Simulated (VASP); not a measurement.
## Pt: relaxation of the atoms with PBE

The system is Pt, a slab with vacuum.

```
CELL_PARAMETERS angstrom
2.80729 0.00000 0.00000
-1.40365 2.43119 0.00000
0.00000 0.00000 24.16858
ATOMIC_POSITIONS crystal
Pt 0.66667 0.33333 0.31032
Pt 0.33333 0.66667 0.40516
Pt 0.00000 0.00000 0.50000
Pt 0.66667 0.33333 0.59484
Pt 0.33333 0.66667 0.68968
```

```json
{"Program": "VASP 6.6.1", "Task": "relaxation of the atoms", "Functional": "PBE", "Potentials or basis": "VASP PAW PBE potentials, release 64 (Pt)", "Cutoff": "520 eV", "k mesh": "12 × 12 × 1", "Occupations": "gaussian, width 0.1 eV", "Spin": "no spin polarisation", "Dipole correction": "yes", "Further INCAR settings": "ALGO = Normal; EDIFF = 1e-06; IBRION = 2; EDIFFG = -0.02; NSW = 80"}
```

```yaml
Energy_gained_by_relaxing: 1.3 meV/atom
Ionic_steps: 6
Largest_force_after_relaxing: 0.011 eV/Å
Band_gap_on_the_k_mesh: zero (bands 25 and 26 overlap by 1.45 eV)
```

Forces in eV/Å, atoms in the order of the input:
```
Pt   0.000  0.000 -0.011
Pt   0.000  0.000 -0.007
Pt   0.000  0.000  0.000
Pt   0.000  0.000  0.007
Pt   0.000  0.000  0.011
```

Step by step:
```tsv
step	energy change (eV)	largest force (eV/Å)	pressure (GPa)
1	0.0000	0.2542	-2.94
2	-0.0046	0.0914	-3.02
3	-0.0051	0.0511	-3.05
4	-0.0054	0.0444	-3.00
5	-0.0061	0.0256	-2.85
6	-0.0064	0.0109	-2.54
```

Final structure:
```
Pt
1.0
     2.80729    0.00000    0.00000
    -1.40365    2.43119    0.00000
     0.00000    0.00000   24.16858
Pt
5
Direct
  0.66667 0.33333 0.31110
  0.33333 0.66667 0.40653
  0.00000 0.00000 0.50000
  0.66667 0.33333 0.59347
  0.33333 0.66667 0.68890
```

Levels at points of the mesh, in eV from the Fermi level:
```csv
k point,band 21,band 22,band 23,band 24,band 25,band 26,band 27,band 28,band 29,band 30
"(0.00, 0.00, 0.00)",-1.60,-1.41,-1.41,-0.92,-0.92,-0.32,-0.32,-0.09,0.00,0.00
"(0.50, 0.00, 0.00)",0.07,0.16,0.30,0.55,0.57,0.72,2.15,2.48,2.88,2.98
```

Wall time 9.7 min on 1 thread of Oxide Virtual Turin-like Processor (shared host), peak memory 0.31 GiB.

Caveat: spin-orbit coupling is left out, which moves the levels of the heavy elements.
